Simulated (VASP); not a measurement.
Input of a VASP 6.6.1 run:

The input INCAR:

```
SYSTEM = Ti2GaS3
  ALGO = Normal
  EDIFF = 1E-7
  ENCUT = 520
  GGA = PE
  ISIF = 2
  ISMEAR = 0
  LASPH = .TRUE.
  LCHARG = .TRUE.
  LELF = .TRUE.
  LREAL = .FALSE.
  LVHAR = .TRUE.
  LWAVE = .FALSE.
  NBANDS = 36
  NELM = 80
  PREC = Accurate
  SIGMA = 0.1
```

KPOINTS

```
k-points
0
G
  12 12 4
  0 0 0
```

POSCAR

```
Ti2GaS3
1.0
    3.3253834921      0.0000000000      0.0000000000
   -1.6626917460      2.8798665815      0.0000000000
    0.0000000000      0.0000000000     10.8231733408
Ti Ga S
2 1 3
Direct
    0.0000000000      0.0000000000      0.3485740472
    0.0000000000      0.0000000000      0.6514259528
    0.0000000000      0.0000000000      0.0000000000
    0.3333333333      0.6666666667      0.2112835351
    0.3333333333      0.6666666667      0.5000000000
    0.3333333333      0.6666666667      0.7887164649
```

Potentials or basis: VASP PAW PBE potentials, release 64 (Ti_sv, Ga_d, S).

Command:

```bash
$ cat potpaw_PBE.64/Ti_sv/POTCAR potpaw_PBE.64/Ga_d/POTCAR potpaw_PBE.64/S/POTCAR > POTCAR
$ mpirun -np 1 vasp_std > vasp.out
```

**Question.** Predict the largest force.

**Answer.** 0.013 eV/Å.

**Question.** What does it give for the band gap on the k mesh?

**Answer.** Zero (an odd number of electrons rules out a gap without spin polarisation).

**Question.** Estimate the pressure.

**Answer.** 0.0 GPa.

Forces in eV/Å, atoms in the order of the input:
```
Ti   0.000  0.000  0.013
Ti   0.000  0.000 -0.013
Ga   0.000  0.000  0.000
S    0.000  0.000 -0.011
S    0.000  0.000  0.000
S    0.000  0.000  0.011
```

Caveat: an odd number of electrons without spin polarisation forces a metal; a magnetic or distorted state may lie lower.
